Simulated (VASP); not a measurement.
Write the native input for VASP 6.6.1 that does the following.

```
Task                   : relaxation of cell and atoms
Functional             : revPBE
Dispersion             : D3(BJ)
Potentials or basis    : VASP PAW PBE potentials, release 64 (B, As)
Cutoff                 : 600 eV
k mesh                 : 12 × 8 × 6
Occupations            : fermi-dirac, width 0.05 eV
Spin                   : no spin polarisation
Dipole correction      : no
Further INCAR settings : ALGO = Normal; EDIFF = 1e-06; IBRION = 2; EDIFFG = -0.01; NSW = 60; ISIF = 3
```

The structure of BAs lies in POSCAR:

```
BAs
1.0
    2.1275493300      0.0000000000      0.0000000000
    0.0000000000      3.1740629400      0.0000000000
    0.0000000000      0.0000000000      4.9509801800
B As
1 1
Direct
    0.0000000000      0.5000000000      0.0000000000
    0.5000000000      0.5000000000      0.5000000000
```

One way to write it, as run:

INCAR

```
ALGO     = Normal         # electronic algorithm
EDIFF    = 1E-6           # SCF threshold, eV
EDIFFG   = -0.01          # ionic threshold
ENCUT    = 600            # plane-wave cutoff, eV
GGA      = RE             # functional
IBRION   = 2              # ionic algorithm
ISIF     = 3              # what is computed and relaxed
ISMEAR   = -1             # smearing method
IVDW     = 12             # dispersion correction
LASPH    = T              # aspherical terms in the spheres
LCHARG   = F              # write CHGCAR
LREAL    = F              # projectors in reciprocal space
LWAVE    = F              # write WAVECAR
NELM     = 100            # most SCF steps
NSW      = 60             # ionic steps
PREC     = Accurate       # precision mode
SIGMA    = 0.05           # smearing width, eV
```

KPOINTS

```
k-points
0
Gamma
  12 8 6
```

Potentials or basis: VASP PAW PBE potentials, release 64 (B, As).

Run with:

```bash
$ cat potpaw_PBE.64/B/POTCAR potpaw_PBE.64/As/POTCAR > POTCAR
$ mpirun -np 1 vasp_std > vasp.out
```

It gave:

```yaml
Relaxed_volume: 12.30 Å³/atom
Relaxed_cell: a = 3.103 Å, b = 2.542 Å, c = 3.118 Å, α = 90.00°, β = 90.00°, γ = 90.00°
Space_group_after_relaxing_to_0.05_Å: P4/mmm (No. 123)
Energy_gained_by_relaxing: 1170.2 meV/atom
Ionic_steps: 18
Pressure_after_relaxing: 0.0 GPa
Band_gap_on_the_k_mesh: zero (band 4 reaches 9.79 eV, above the bottom of band 5 at 4.38 eV)
Dispersion_energy_per_atom: -0.722 eV
```

Caveat: the volume moved by over 15 % at a fixed basis, so the end points are rough; the PAW data sets were made with another functional, which shifts forces and pressure a little.

It took 2.7 min on 1 thread of Intel(R) Xeon(R) 6975P-C (Granite Rapids) (shared host), peak memory 0.22 GiB.
